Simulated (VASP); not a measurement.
Runs of VASP 6.6.1 on AlN. The structure is that of space group Fm-3m (No. 225), or close to it. The cells are those of the table. 

```tsv
task	level	cell	cutoff (eV)	k mesh for the DOS	occupations for the DOS	gap on the mesh (eV)	pressure (GPa)
electric field gradients	PBE	a = 2.825, b = 2.825, c = 2.797 Å, angles 60.3, 60.3, 59.3°, 2 atoms	520	-	-	4.90	18.8
electric field gradients	PBE	a = 2.783 Å, angles 60.7°, 2 atoms	520	-	-	4.90	25.3
single point	PBE	a = 2.788 Å, angles 60.0°, 2 atoms	520	-	-	(d)	28.8
electric field gradients	PBE	a = 2.840, b = 2.840, c = 2.881 Å, angles 59.5, 59.5, 61.0°, 2 atoms	520	-	-	4.43	7.2
single point	PBE	a = 2.843 Å, angles 60.0°, 2 atoms	520	-	-	4.77	9.7
electric field gradients	PBE	a = 2.760 Å, angles 60.0°, 2 atoms	520	-	-	5.10	(b)
electric field gradients	PBEsol	a = 2.797 Å, angles 60.0°, 2 atoms	520	-	-	5.01	(a)
single point	PBE	a = 2.820 Å, angles 60.0°, 2 atoms	520	-	-	5.01	(c)
single point	PBE	a = 2.774 Å, angles 60.0°, 2 atoms	600	-	-	5.13	34.3
```

Alike in all rows: potentials or basis VASP PAW PBE potentials, release 64 (Al, N); no spin polarisation; k mesh 10 × 10 × 10; smearing fermi-dirac 0.02 eV.

Estimate the missing entries.

(a) 20.0; (b) 40.6; (c) 17.0; (d) 5.17.

Caveats: the PAW data sets were made with another functional, which shifts forces and pressure a little (some runs).

A k mesh can miss the band edges.
